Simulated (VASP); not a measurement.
# Cu (Fm-3m) in VASP: a series of runs, part 2 of 2

VASP 6.6.1. Earlier steps stand in the parts before.

**5. Single point, PBEsol**

INCAR

```
PREC = Accurate ; ENCUT = 520
EDIFF = 1E-7 ; ISMEAR = 0
SIGMA = 0.1 ; LREAL = False
LASPH = True ; NELM = 100
ALGO = Normal ; ISIF = 2
LWAVE = False ; LCHARG = False
GGA = PS ; NBANDS = 12
```

KPOINTS

```
Automatic mesh
0
Gamma
  10 10 10
```

POSCAR

```
Cu
1.0
    0.0000000000      1.7818426872      1.7818426872
    1.7818426872      0.0000000000      1.7818426872
    1.7818426872      1.7818426872      0.0000000000
Cu
1
Direct
    0.0000000000      0.0000000000      0.0000000000
```

Potentials or basis: VASP PAW PBE potentials, release 64 (Cu).

Started as:

```console
cat potpaw_PBE.64/Cu/POTCAR > POTCAR
mpirun -np 1 vasp_std > vasp.out
```

OUTCAR:

```text
PREC = Accurate
   ENCUT = 520
   EDIFF = 1E-7
   ISMEAR = 0
   LREAL = False
   LASPH = True
   NELM = 100
   ISIF = 2
   GGA = PS

 ion  position               nearest neighbor table
   1  0.000  0.000  0.000-

  LATTYP: Found a face centered cubic cell.
 ALAT       =     3.5636853744

  Lattice vectors:

 A1 = (   0.0000000000,   1.7818426872,   1.7818426872)
 A2 = (   1.7818426872,   0.0000000000,   1.7818426872)
 A3 = (   1.7818426872,   1.7818426872,   0.0000000000)

Analysis of symmetry for initial positions (statically):
=====================================================================
 Subroutine PRICEL returns:
 Original cell was already a primitive cell.

 Routine SETGRP: Setting up the symmetry group for a
 face centered cubic supercell.

 Subroutine GETGRP returns: Found 48 space group operations
 (whereof 48 operations were pure point group operations)
 out of a pool of 48 trial point group operations.

The static configuration has the point symmetry O_h .

Analysis of symmetry for dynamics (positions and initial velocities):
=====================================================================
 Subroutine PRICEL returns:
 Original cell was already a primitive cell.

 Routine SETGRP: Setting up the symmetry group for a
 face centered cubic supercell.

 Subroutine GETGRP returns: Found 48 space group operations
 (whereof 48 operations were pure point group operations)
 out of a pool of 48 trial point group operations.

The dynamic configuration has the point symmetry O_h .

 Subroutine INISYM returns: Found 48 space group operations
 (whereof 48 operations are pure point group operations),
 and found     1 'primitive' translations

----------------------------------------------------------------------------------------

                                     Primitive cell

  volume of cell :      11.3146

  direct lattice vectors                    reciprocal lattice vectors
     0.000000000  1.781842687  1.781842687    -0.280608386  0.280608386  0.280608386
     1.781842687  0.000000000  1.781842687     0.280608386 -0.280608386  0.280608386
     1.781842687  1.781842687  0.000000000     0.280608386  0.280608386 -0.280608386

  length of vectors
     2.519906094  2.519906094  2.519906094     0.486027981  0.486027981  0.486027981

  position of ions in fractional coordinates (direct lattice)
     0.000000000  0.000000000  0.000000000

  ion indices of the primitive-cell ions
   primitive index   ion index
                 1           1

----------------------------------------------------------------------------------------

 KPOINTS: Automatic mesh

Automatic generation of k-mesh.
 Grid dimensions read from file:
 generate k-points for:   10   10   10

 Generating k-lattice:

  Cartesian coordinates                     Fractional coordinates (reciprocal lattice)
    -0.028060839  0.028060839  0.028060839     0.100000000  0.000000000  0.000000000
     0.028060839 -0.028060839  0.028060839     0.000000000  0.100000000  0.000000000
     0.028060839  0.028060839 -0.028060839     0.000000000  0.000000000  0.100000000

  Length of vectors
     0.048602798  0.048602798  0.048602798

  Shift w.r.t. Gamma in fractional coordinates (k-lattice)
     0.000000000  0.000000000  0.000000000

 Subroutine IBZKPT returns following result:
 ===========================================

 Found     47 irreducible k-points:

 Following reciprocal coordinates:
            Coordinates               Weight
  0.000000  0.000000  0.000000      1.000000
  0.100000  0.000000  0.000000      8.000000
  0.200000  0.000000  0.000000      8.000000
  0.300000  0.000000  0.000000      8.000000
  0.400000  0.000000  0.000000      8.000000
  0.500000  0.000000  0.000000      4.000000
[... 16 lines left out ...]
  0.300000  0.300000  0.000000      6.000000
  0.400000  0.300000  0.000000     24.000000
 [... further k-points ...]
   k-points           NKPTS =     47   k-points in BZ     NKDIM =     47   number of bands    NBANDS=     12
   number of dos      NEDOS =    301   number of ions     NIONS =      1
   total plane-waves  NPLWV =   8000
   dimension x,y,z NGX =    20 NGY =   20 NGZ =   20
   dimension x,y,z NGXF=    40 NGYF=   40 NGZF=   40
   ions per type =               1
   NGX,Y,Z   is equivalent  to a cutoff of  13.19, 13.19, 13.19 a.u.
   NGXF,Y,Z  is equivalent  to a cutoff of  26.39, 26.39, 26.39 a.u.
 SYSTEM =  unknown system
   PREC   = accura    normal or accurate (medium, high low for compatibility)
   ISTART =      0    job   : 0-new  1-cont  2-samecut
   ICHARG =      2    charge: 1-file 2-atom 10-const
   ISPIN  =      1    spin polarized calculation?
   LNONCOLLINEAR =      F non collinear calculations
   LSORBIT =      F    spin-orbit coupling
   LASPH  =      T    aspherical Exc in radial PAW
   ENCUT  =  520.0 eV  38.22 Ry    6.18 a.u.   4.69  4.69  4.69*2*pi/ulx,y,z
   NELM   =    100;   NELMIN=  2; NELMDL= -5     # of ELM steps
   EDIFF  = 0.1E-06   stopping-criterion for ELM
   LREAL  =      F    real-space projection
   EDIFFG = 0.1E-05   stopping-criterion for IOM
   NSW    =      0    number of steps for IOM
   IBRION =     -1    ionic relax: 0-MD 1-quasi-New 2-CG
   NFREE  =      0    steps in history (QN), initial steepest desc. (CG)
   ISIF   =      2    stress and relaxation
   ISYM   =      2    0-nonsym 1-usesym 2-fastsym
   POTIM  = 0.5000    time-step for ionic-motion
   TEBEG  =    0.0;   TEEND  =   0.0 temperature during run
   PSTRESS=    0.0 pullay stress
   NELECT =      11.0000    total number of electrons
   NUPDOWN=      -1.0000    fix difference up-down
   EMIN   =  10.00;   EMAX   =-10.00  energy-range for DOS
   EFERMI =   0.00;   METHOD = LEGACY
   ISMEAR =     0;   SIGMA  =   0.10  broadening in eV -4-tet -1-fermi 0-gaus
   EFERMI_NEDOS =   21; number of points for ismear=-14 and -15
   IALGO  =     38    algorithm
   IMIX   =      4    mixing-type and parameters
     AMIX     =   0.40;   BMIX     =  1.00
     AMIX_MAG =   1.60;   BMIX_MAG =  1.00
  volume/ion in A,a.u.               =      11.31        76.35
  Fermi-wavevector in a.u.,A,eV,Ry     =   1.621784  3.064728 35.785821  2.630184
  Thomas-Fermi vector in A             =   2.715504
   LORBIT       =      0    0 simple, 1 ext, 2 COOP (PROOUT), +10 PAW based schemes
   GGA     = PS    functional components
   LHFCALC =     F    Hartree Fock is set to
   AEXX    =    0.0000 exact exchange contribution
   IVDW    =     0    specifies the selected vdW correction
   LEPSILON=     F    determine dielectric tensor
   LRPA    =     F    only Hartree local field effects (RPA)
 non-spin polarized calculation
 Gauss-broadening in eV      SIGMA  =   0.10
  energy-cutoff  :      520.00
  volume of cell :       11.31
 maximum number of plane-waves:       322
   NGX =  9   NGY =  9   NGZ =  9

 number of electron      11.0000013 magnetization

 Free energy of the ion-electron system (eV)
  ---------------------------------------------------
  ext. energy  EPLUGINS =         0.00000000
  ---------------------------------------------------
  free energy    TOTEN  =        -4.29497183 eV

  energy without entropy =       -4.29150815  energy(sigma->0) =       -4.29323999

 E-fermi :   7.8088     XC(G=0): -13.1612

 val. band max:        7.7681015184   @ k =   0.5000   0.1000   0.0000
 cond. band min:       8.0523648016   @ k =   0.5000   0.3000   0.1000
 fundamental gap:      0.2842632832
 Fermi energy:         7.8087883105

 k-point     1 :       0.0000    0.0000    0.0000
  band No.  band energies     occupation
      1      -1.7799      2.00000
      2       4.7729      2.00000
      3       4.7729      2.00000
      4       4.7729      2.00000
      5       5.6622      2.00000
      6       5.6622      2.00000
      7      30.8669      0.00000
      8      33.8171      0.00000
      9      33.8171      0.00000
     10      33.8171      0.00000
     11      36.3335      0.00000
     12      36.3335      0.00000
[... 331 lines left out ...]
 k-point    24 :       0.4000    0.3000    0.0000
  band No.  band energies     occupation
      1       2.6831      2.00000
      2       3.6274      2.00000
      3       5.3269      2.00000
      4       5.8042      2.00000
      5       6.2341      2.00000
      6       6.8472      2.00000
      7      20.3633      0.00000
      8      21.2543      0.00000
      9      23.2397      0.00000
     10      27.4363      0.00000
     11      31.3490      0.00000
     12      46.3913      0.00000

 [... further k-points ...]

------------------------ aborting loop because EDIFF is reached ----------------------------------------

  FORCE on cell =-STRESS in cart. coord.  units (eV):
  Direction    XX          YY          ZZ          XY          YZ          ZX
  --------------------------------------------------------------------------------------
  -------------------------------------------------------------------------------------
  Total        0.0518216      0.0518216      0.0518216     -0.0000000     -0.0000000      0.0000000
  in kB        7.3380959      7.3380959      7.3380959     -0.0000000     -0.0000000      0.0000000
  external PRESSURE =       7.3380959 kB  Pullay stress =       0.0000000 kB

 VOLUME and BASIS-vectors are now :
 -----------------------------------------------------------------------------
  energy-cutoff  :      520.00
  volume of cell :       11.31
      direct lattice vectors                 reciprocal lattice vectors
     0.000000000  1.781842687  1.781842687    -0.280608386  0.280608386  0.280608386
     1.781842687  0.000000000  1.781842687     0.280608386 -0.280608386  0.280608386
     1.781842687  1.781842687  0.000000000     0.280608386  0.280608386 -0.280608386

 POSITION                                       TOTAL-FORCE (eV/Angst)
 -----------------------------------------------------------------------------------
      0.00000      0.00000      0.00000         0.000000      0.000000     -0.000000
 -----------------------------------------------------------------------------------
    total drift:                               -0.000000     -0.000000     -0.000000

  FREE ENERGIE OF THE ION-ELECTRON SYSTEM (eV)
  ---------------------------------------------------
  free  energy   TOTEN  =        -4.2949718265 eV

  energy  without entropy=       -4.2915081521  energy(sigma->0) =       -4.29323999
```

OSZICAR:

```text
N       E                     dE             d eps       ncg     rms          rms(c)
DAV:   1     0.412876640058E+02    0.41288E+02   -0.53082E+03  1300   0.155E+03
DAV:   2    -0.410857396491E+01   -0.45396E+02   -0.41638E+02  1140   0.204E+02
DAV:   3    -0.539008319359E+01   -0.12815E+01   -0.12683E+01  1304   0.394E+01
DAV:   4    -0.539810825845E+01   -0.80251E-02   -0.80232E-02  1356   0.269E+00
DAV:   5    -0.539817933904E+01   -0.71081E-04   -0.71080E-04  1292   0.261E-01    0.845E+00
DAV:   6    -0.472753687303E+01    0.67064E+00   -0.16993E+01  1324   0.788E+01    0.416E+00
DAV:   7    -0.431050081103E+01    0.41704E+00   -0.25809E+00  1344   0.305E+01    0.629E-01
DAV:   8    -0.429632521016E+01    0.14176E-01   -0.54404E-03  1360   0.901E-01    0.274E-01
DAV:   9    -0.429496280849E+01    0.13624E-02   -0.71277E-03  1428   0.144E+00    0.217E-02
DAV:  10    -0.429497079388E+01   -0.79854E-05   -0.35889E-05  1608   0.102E-01    0.368E-03
DAV:  11    -0.429497181778E+01   -0.10239E-05   -0.99154E-07  1568   0.974E-03    0.524E-04
DAV:  12    -0.429497182650E+01   -0.87150E-08   -0.34052E-08   852   0.293E-03
   1 F= -.42949718E+01 E0= -.42932400E+01  d E =-.346367E-02
```

stdout:

```text
POSCAR found type information on POSCAR Cu
 POSCAR found :  1 types and       1 ions
 scaLAPACK will be used
 -----------------------------------------------------------------------------
|                                                                             |
|                                                                             |
|     You enforced a specific xc type in the INCAR file but a different       |
|     I HOPE YOU KNOW WHAT YOU ARE DOING!                                     |
|                                                                             |
 -----------------------------------------------------------------------------

 LDA part: xc-table for (Slater+PW92), standard interpolation
 POSCAR, INCAR and KPOINTS ok, starting setup
 FFT: planning ... GRIDC
 FFT: planning ... GRID_SOFT
 FFT: planning ... GRID
 WAVECAR not read
 entering main loop
```

It took 13 s on 1 thread of Intel Xeon 6975P-C, shared host; peak memory 0.09 GiB.

Results:

- Free energy: -4.2950 eV
- Pressure: 0.7 GPa

Levels at points of the mesh, in eV from the Fermi level:
```
           k point  band 4  band 5  band 6  band 7  band 8  band 9
(0.00, 0.00, 0.00)   -3.04   -2.15   -2.15   23.06   26.01   26.01
(0.50, 0.00, 0.00)   -1.54   -1.54   -1.03    4.09   21.53   22.82
(0.50, 0.50, 0.00)   -1.39   -1.39    1.56    7.53   13.50   13.50
```

Caveat: the PAW data sets were made with another functional, which shifts forces and pressure a little.

**6. Summary**

```tsv
task	cell	k mesh	cutoff (eV)	smearing	gap on the mesh (eV)	pressure (GPa)	relaxed volume (Å³/atom)
relaxation of cell and atoms	relaxed from a = 2.520 Å, angles 60.0°, 1 atom	16 × 16 × 16	600	gaussian 0.1 eV	none	0.0	11.38
relaxation of cell and atoms	relaxed from a = 2.520 Å, angles 60.0°, 1 atom	16 × 16 × 16	600	fermi-dirac 0.15 eV	none	0.0	11.38
single point	a = 2.581 Å, angles 60.0°, 1 atom	8 × 8 × 8	520	gaussian 0.1 eV	none	-8.6	-
single point	a = 2.520 Å, angles 60.0°, 1 atom	10 × 10 × 10	520	gaussian 0.1 eV	none	0.7	-
```

Alike in all rows: level PBEsol; potentials or basis VASP PAW PBE potentials, release 64 (Cu); no spin polarisation.

Caveats: some runs use coarse meshes; the PAW data sets were made with another functional, which shifts forces and pressure a little.

Total energies depend on the potentials used, so only differences within one code and one set of settings carry meaning.
